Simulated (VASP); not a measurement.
The system is KF.

```
CELL_PARAMETERS angstrom
3.01452 0.00000 0.00000
0.00000 3.01452 0.00000
0.00000 0.00000 3.17887
ATOMIC_POSITIONS crystal
K 0.00000 0.00000 0.00000
F 0.50000 0.50000 0.50000
```

This cell differs from its parent crystal: biaxial xy strain -5.2%.

Base run:

```yaml
Program: VASP 6.6.1
Functional: r2SCAN
Potentials_or_basis: VASP PAW PBE potentials, release 64 (K_sv, F)
Cutoff: 520 eV
k_mesh: 8 × 8 × 8
Occupations: gaussian, width 0.01 eV
Spin: no spin polarisation
```

Its results: band gap on the k mesh 8.56 eV, indirect (least direct gap 8.56 eV); pressure 6.0 GPa.

The run is repeated on the same cell with these changes: functional from r2SCAN to PBE; occupations from gaussian, width 0.01 eV to fermi-dirac, width 0.02 eV. What comes out?

Band gap on the k mesh 7.58 eV, indirect (least direct gap 7.59 eV); pressure 9.5 GPa.

Caveats: the PAW data sets were made with another functional, which shifts forces and pressure a little (some runs).

A k mesh can miss the band edges.
